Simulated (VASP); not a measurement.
A run of VASP 6.6.1 is set up as follows.

Contents of INCAR:

```
SYSTEM = Se
PREC = Accurate ; ENCUT = 520
EDIFF = 1E-7 ; ISMEAR = -1
SIGMA = 0.05 ; LREAL = .FALSE.
LASPH = .TRUE. ; NELM = 60
ALGO = Normal ; ISIF = 2
LWAVE = .FALSE. ; LCHARG = .FALSE.
GGA = RP ; IVDW = 13
NBANDS = 16
```

KPOINTS

```
Automatic mesh
0
G
  7 7 6
  0 0 0
```

File POSCAR:

```
Se
1.0
    3.9175475719      0.0000000000      0.0000000000
   -1.9587737859      3.3926957178      0.0000000000
    0.0000000000      0.0000000000      5.1675944144
Se
3
Direct
    0.7411653779      0.7411653779      0.0000000000
    0.0000000000      0.2588346221      0.6666666667
    0.2588346221      0.0000000000      0.3333333333
```

Potentials or basis: VASP PAW PBE potentials, release 64 (Se).

Launch:

```bash
$ cat potpaw_PBE.64/Se/POTCAR > POTCAR
$ mpirun -np 1 vasp_std > vasp.out
```

Q: Predict the largest force.

A: 0.018 eV/Å.

Q: Predict the pressure.

A: 0.0 GPa.

Q: Estimate the dispersion energy per atom.

A: -0.840 eV.

Forces on the atoms (eV/Å):
```
Se  -0.009 -0.016  0.000
Se  -0.009  0.016  0.000
Se   0.018  0.000  0.000
```

Caveat: the PAW data sets were made with another functional, which shifts forces and pressure a little.
